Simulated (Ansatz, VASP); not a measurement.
**One calculation of Ru, two programs**

```
CELL_PARAMETERS angstrom
2.70580 0.00000 0.00000
-1.35290 2.34329 0.00000
0.00000 0.00000 3.85371
ATOMIC_POSITIONS crystal
Ru 0.33333 0.66667 0.25000
Ru 0.66667 0.33333 0.75000
```

Change from the starting cell: strain -0.1000 x Voigt [0, 0, 1, 0, 0, 0], atoms carried along.

Alike in both runs: task single point; functional PBE; k mesh 24 × 24 × 12; occupations gaussian, width 0.15 eV; no spin polarisation.

|  | VASP | Ansatz |
| --- | --- | --- |
| version | VASP 6.6.1 | Ansatz 0.2.0 |
| potentials or method | VASP PAW PBE potentials, release 64 (Ru_pv), cutoff 500 eV | scalar-relativistic, plane waves, PAW |
| valence electrons in the cell | 28 | 32 |

|  | VASP | Ansatz | Ansatz less VASP |
| --- | --- | --- | --- |
| gap on the k mesh at the Fermi level (eV) | none | none | - |
| pressure (GPa) | 56.8 | 56.5 | -0.30 |
| traceless stress, the component that is largest in VASP (GPa) | 42.40 | 42.25 | -0.152 |

A gap of «none» marks a metal or a gap that the smearing closes. Both programs put the cell under a high pressure, so it lies far from rest at this level. The functional is the same, so the differences come from potentials, cutoffs and numerics. VASP's potentials hold 28 valence electrons a cell and Ansatz's 32, so a difference there can come from the potentials and not from the codes.
